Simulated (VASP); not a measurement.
PbO:

```
Pb O
1.0
     0.00000    2.79878    2.79878
     2.79878    0.00000    2.79878
     2.79878    2.79878    0.00000
Pb O
1 1
Direct
  0.00000 0.00000 0.00000
  0.25000 0.25000 0.25000
```

Base run:

| Quantity | Value |
| --- | --- |
| Program | VASP 6.6.1 |
| Functional | PBEsol |
| Potentials or basis | VASP PAW PBE potentials, release 64 (Pb_d, O) |
| Cutoff | 600 eV |
| k mesh | 6 × 6 × 6 |
| Occupations | gaussian, width 0.01 eV |
| Spin | no spin polarisation |

Its results: band gap on the k mesh 0.39 eV (least direct gap 0.54 eV); pressure -0.9 GPa.

Task: The run is repeated on the same cell with these changes: dispersion from none to D4. What comes out?

Result: Band gap on the k mesh 0.39 eV (least direct gap 0.54 eV); pressure 0.7 GPa.

Caveats: the structure was generated, so it needn't be the stable form of PbO; the PAW data sets were made with another functional, which shifts forces and pressure a little; spin-orbit coupling is left out, which moves the levels of the heavy elements.

A k mesh can miss the band edges.
